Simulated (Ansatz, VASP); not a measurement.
# KZnF3 in VASP and in Ansatz

INCAR

```
  PREC = Accurate
  ENCUT = 520
  EDIFF = 1E-8
  ISMEAR = -1
  SIGMA = 0.02
  LREAL = F
  LASPH = T
  NELM = 100
  ALGO = Normal
  ISIF = 2
  LWAVE = F
  LCHARG = F
  GGA = PE
  LEFG = T
  NBANDS = 29
```

Contents of KPOINTS:

```
Automatic mesh
0
Gamma
  6 6 6
```

File POSCAR:

```
KZnF3
1.0
    4.0500000000      0.0000000000      0.0000000000
    0.0000000000      4.0500000000      0.0000000000
    0.0000000000      0.0000000000      4.0500000000
K Zn F
1 1 3
Direct
    0.0000000000      0.0000000000      0.0000000000
    0.5000000000      0.5000000000      0.5000000000
    0.5000000000      0.5000000000      0.0000000000
    0.0000000000      0.5000000000      0.5000000000
    0.5000000000      0.0000000000      0.5000000000
```

Input for Ansatz:

```yaml
crystal:
  lattice:
    - [4.05, 0.0, 0.0]
    - [0.0, 4.05, 0.0]
    - [0.0, 0.0, 4.05]
  atoms:
    - { symbol: K, position: [0.0, 0.0, 0.0] }
    - { symbol: Zn, position: [0.5, 0.5, 0.5] }
    - { symbol: F, position: [0.5, 0.5, 0.0] }
    - { symbol: F, position: [0.0, 0.5, 0.5] }
    - { symbol: F, position: [0.5, 0.0, 0.5] }
kpoints:
  mp_grid: { grid: [6, 6, 6] }
scf:
  occupations: { method: fermi_dirac, width: 0.02 }
hamiltonian:
  xc: pbe
  pseudopotentials: { kind: paw }
output:
  forces: true
  stress: true
  populations: true
  efg:
    quadrupole_moments_barn: { K: 0.0603, Zn: 0.122 }
    contact_densities: true
  write_density: true
  write_potential: true
  elf: true
  volumetric_format: npy
```

Alike in both runs: task electric field gradients; functional PBE; k mesh 6 × 6 × 6; occupations fermi-dirac, width 0.02 eV; no spin polarisation.

|  | VASP | Ansatz |
| --- | --- | --- |
| version | VASP 6.6.1 | Ansatz 0.2.0 |
| potentials or method | VASP PAW PBE potentials, release 64 (K_sv, Zn, F) | plane-wave PAW, scalar-relativistic |
| plane-wave cutoff (eV) | 520 | 420 |
| valence electrons in the cell | 42 | 42 |

Ansatz gave:

| Item | Value |
| --- | --- |
| gap on the k mesh at the Fermi level (eV) | 3.86 |
| pressure (GPa) | 4.6 |
| size of Vzz on the site where it differs most (V/Å²) | 99.2 |

Q: Which values does VASP return?

A: gap on the k mesh at the Fermi level (eV): 3.79; pressure (GPa): 4.9; size of Vzz on the site where it differs most (V/Å²): 100.2.
